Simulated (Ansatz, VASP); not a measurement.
# TiAl: VASP beside Ansatz

```
CELL_PARAMETERS angstrom
2.89198 0.00000 0.00000
-1.44599 2.50453 0.00000
0.00000 0.00000 4.43772
ATOMIC_POSITIONS crystal
Ti 0.00000 0.00000 0.00000
Al 0.33333 0.66667 0.50000
```

Alike in both runs: task single point; functional LDA; k mesh 18 × 18 × 10; occupations gaussian, width 0.1 eV; no spin polarisation.

|  | VASP | Ansatz |
| --- | --- | --- |
| version | VASP 6.6.1 | Ansatz 0.2.0 |
| potentials or method | VASP PAW LDA potentials, release 64 (Ti_sv, Al), cutoff 520 eV | scalar-relativistic, plane waves, PAW |
| valence electrons in the cell | 15 | 15 |

```tsv
	VASP	Ansatz	Ansatz less VASP
gap on the k mesh at the Fermi level (eV)	none	none	-
pressure (GPa)	-1.3	-1.4	-0.12
traceless stress, the component that is largest in VASP (GPa)	5.06	4.99	-0.072
```

LDA's correlation is that of Perdew and Zunger in VASP and of Perdew and Wang (1992) in Ansatz. A gap of «none» marks a metal or a gap that the smearing closes.
